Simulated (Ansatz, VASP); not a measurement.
# Ga in VASP and in Ansatz

```
Ga
1.0
    -1.40400    1.40400    2.31816
     1.40400   -1.40400    2.31816
     1.40400    1.40400   -2.31816
Ga
1
Cartesian
  0.0000 0.0000 0.0000
```

Change from the starting cell: strain +0.0400 x Voigt [0, 0, 1, 0, 0, 0], atoms carried along.

Alike in both runs: task single point; functional PBEsol; k mesh 24 × 24 × 24; occupations gaussian, width 0.15 eV; no spin polarisation.

|  | VASP | Ansatz |
| --- | --- | --- |
| version | VASP 6.6.1 | Ansatz 0.2.0 |
| potentials or method | VASP PAW PBE potentials, release 64 (Ga_d), cutoff 520 eV | scalar-relativistic, plane waves, PAW |
| valence electrons in the cell | 13 | 13 |

```tsv
	VASP	Ansatz	Ansatz less VASP
gap on the k mesh at the Fermi level (eV)	none	none	-
pressure (GPa)	-1.6	-1.7	-0.07
traceless stress, the component that is largest in VASP (GPa)	-0.33	-0.33	+0.007
```

VASP's potentials were made for PBE, not for PBEsol. A gap of «none» marks a metal or a gap that the smearing closes.
